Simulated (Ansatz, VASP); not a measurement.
# BN: VASP beside Ansatz

File POSCAR:

```
BN
1.0
    0.0000000000      1.8075000000      1.8075000000
    1.8075000000      0.0000000000      1.8075000000
    1.8075000000      1.8075000000      0.0000000000
B N
1 1
Direct
    0.0000000000      0.0000000000      0.0000000000
    0.2500000000      0.2500000000      0.2500000000
```

File INCAR.step1:

```
PREC     = Accurate       # precision mode
ENCUT    = 1460           # plane-wave cutoff, eV
ISMEAR   = 0              # smearing method
SIGMA    = 0.01           # smearing width, eV
LREAL    = F              # projectors in reciprocal space
LASPH    = T              # aspherical terms in the spheres
NELM     = 120            # most SCF steps
NBANDS   = 11             # bands
GGA      = PE             # functional
ALGO     = Normal         # electronic algorithm
EDIFF    = 1E-5           # SCF threshold, eV
LWAVE    = T              # write WAVECAR
LCHARG   = F              # write CHGCAR
GGA_COMPAT= F
```

The input INCAR.step2:

```
PREC     = Accurate       # precision mode
ENCUT    = 1460           # plane-wave cutoff, eV
EDIFF    = 1E-6           # SCF threshold, eV
ISMEAR   = 0              # smearing method
SIGMA    = 0.01           # smearing width, eV
LREAL    = F              # projectors in reciprocal space
LASPH    = T              # aspherical terms in the spheres
NELM     = 120            # most SCF steps
ALGO     = Normal         # electronic algorithm
ISIF     = 2              # what is computed and relaxed
LWAVE    = F              # write WAVECAR
LCHARG   = F              # write CHGCAR
METAGGA  = R2SCAN         # meta-GGA
LMIXTAU  = T            
NBANDS   = 11             # bands
ISTART   = 1            
GGA_COMPAT= F
```

Contents of KPOINTS:

```
Automatic mesh
0
Gamma
  10 10 10
```

Input for Ansatz:

```yaml
crystal:
  lattice:
    - [0.0, 1.8075, 1.8075]
    - [1.8075, 0.0, 1.8075]
    - [1.8075, 1.8075, 0.0]
  atoms:
    - { symbol: B, position: [0.0, 0.0, 0.0] }
    - { symbol: "N", position: [0.25, 0.25, 0.25] }
basis:
  ecutwfc: 600.0
kpoints:
  mp_grid:
    grid: [10, 10, 10]
hamiltonian:
  xc: r2scan
scf:
  occupations:
    method: fixed
output:
  stress: true
```

Alike in both runs: task single point; functional r2SCAN; k mesh 10 × 10 × 10; no spin polarisation.

|  | VASP | Ansatz |
| --- | --- | --- |
| version | VASP 6.6.1 | Ansatz 0.2.0 |
| potentials or method | VASP PAW PBE potentials, release 64 (B_h, N_h), cutoff 1460 eV | plane waves, PAW |
| occupations | gaussian, width 0.01 eV | fixed |
| valence electrons in the cell | 8 | 8 |

```csv
,VASP,Ansatz,Ansatz less VASP
pressure (GPa),-2.2,-1.7,+0.42
```

VASP's potentials were made for PBE, not for r2SCAN.
